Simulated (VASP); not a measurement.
A run of VASP 6.6.1:

The input INCAR:

```
SYSTEM = HfC5
ALGO = Normal
EDIFF = 1E-7
ENCUT = 520
GGA = PE
ISIF = 2
ISMEAR = 0
LASPH = .TRUE.
LCHARG = .TRUE.
LELF = .TRUE.
LREAL = .FALSE.
LVHAR = .TRUE.
LWAVE = .FALSE.
NBANDS = 24
NELM = 80
PREC = Accurate
SIGMA = 0.1
```

Contents of KPOINTS:

```
k-points
0
G
  6 6 6
  0 0 0
```

The input POSCAR:

```
HfC5
1.0
   -2.2004245669      2.9108437445      3.2140447362
    2.2004245669     -2.9108437445      3.2140447362
    2.2004245669      2.9108437445     -3.2140447362
Hf C
1 5
Direct
    0.5000000000      0.5000000000      0.0000000000
    0.1127582251      0.5000000000      0.6127582251
    0.8872417749      0.5000000000      0.3872417749
    0.2934362006      0.7934362006      0.5000000000
    0.7065637994      0.2065637994      0.5000000000
    0.5000000000      0.0000000000      0.5000000000
```

Potentials or basis: VASP PAW PBE potentials, release 64 (Hf_pv, C).

The run is started by

```sh
$ cat potpaw_PBE.64/Hf_pv/POTCAR potpaw_PBE.64/C/POTCAR > POTCAR
$ mpirun -np 1 vasp_std > vasp.out
```

Hardware: 1 thread of AMD EPYC 9R45 96-Core Processor (Zen 5) (shared host).

Estimate the wall time of this run.

Run time: 60 s on 1 thread of AMD EPYC 9R45 96-Core Processor (Zen 5) (shared host), peak memory 0.22 GiB. Counts: scf iterations 16, k points 46.
